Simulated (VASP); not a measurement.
K, 1 atom in the cell. The structure is cubic, space group Im-3m (No. 229). The conventional cell has a = 5.395 Å, b = 5.395 Å, c = 5.395 Å, α = 90.00°, β = 90.00°, γ = 90.00°. 

```yaml
Program: VASP 6.6.1
Task: electric field gradients
Functional: LDA
Potentials_or_basis: VASP PAW LDA potentials, release 64 (K_sv)
Cutoff: 520 eV
k_mesh: 10 × 10 × 10
Occupations: tetrahedron
Spin: no spin polarisation
Dipole_correction: no
Further_INCAR_settings: ALGO = Normal; EDIFF = 1e-08; NBANDS = 10
```

Potentials or basis: VASP PAW LDA potentials, release 64 (K_sv).

The run is started by

```bash
$ cat potpaw_LDA.64/K_sv/POTCAR > POTCAR
$ mpirun -np 1 vasp_std > vasp.out
```

Hardware: 1 thread of AMD EPYC 9R14 (Zen 4), on a shared host.

Task: How long does it take, and how much memory?

Result: Wall time 21 s on 1 thread of AMD EPYC 9R14 (Zen 4) (shared host), peak memory 0.15 GiB. Counts: scf iterations 12, k points 47.
